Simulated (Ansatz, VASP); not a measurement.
One calculation of Ge, two programs

```
CELL_PARAMETERS angstrom
4.18100 0.00000 0.00000
-2.09050 3.62085 0.00000
0.00000 0.00000 28.00000
ATOMIC_POSITIONS crystal
Ge 0.33333 0.66667 0.51557
Ge 0.66667 0.33333 0.48443
```

Alike in both runs: task single point; functional PBE; k mesh 12 × 12 × 1; occupations gaussian, width 0.1 eV; no spin polarisation.

|  | VASP | Ansatz |
| --- | --- | --- |
| version | VASP 6.6.1 | Ansatz 0.2.0 |
| potentials or method | VASP PAW PBE potentials, release 64 (Ge_d), cutoff 520 eV | scalar-relativistic, plane waves, PAW |
| valence electrons in the cell | 28 | 28 |

VASP gave:

* gap on the k mesh at the Fermi level (eV): none
* rms of the force components (eV/Å): 0.542

Question: Estimate Ansatz's values.

Answer: gap on the k mesh at the Fermi level (eV): none; rms of the force components (eV/Å): 0.543.

Atom by atom the forces differ by 0.001 eV/Å (rms over components). A gap of «none» marks a metal or a gap that the smearing closes.
